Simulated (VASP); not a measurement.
The system is Fe.

```xyz
1
Lattice="0.0000 1.9798 2.0036 1.5278 0.0000 2.0036 1.5278 1.9798 0.0000" Properties=species:S:1:pos:R:3 pbc="T T T"
Fe    0.0000    0.0000    0.0000
```

Program: VASP 6.6.1. Alike in all runs: task single point; spin collinear, ferromagnetic start; cell as given; k mesh 13 × 13 × 13; cutoff (eV) 520; smearing fermi-dirac 0.05 eV.

Q: Order these runs on this cell by their pressure, lowest first.
A. level PBE; potentials or basis VASP PAW PBE potentials, release 64 (Fe)
B. level LDA; potentials or basis VASP PAW LDA potentials, release 64 (Fe)
C. level PBEsol; potentials or basis VASP PAW PBE potentials, release 64 (Fe)
D. level r2SCAN; potentials or basis VASP PAW PBE potentials, release 64 (Fe)

A: B (-26.6 GPa), C (-17.4 GPa), A (-9.2 GPa), D (-5.1 GPa).

Caveats: the PAW data sets were made with another functional, which shifts forces and pressure a little (some runs).
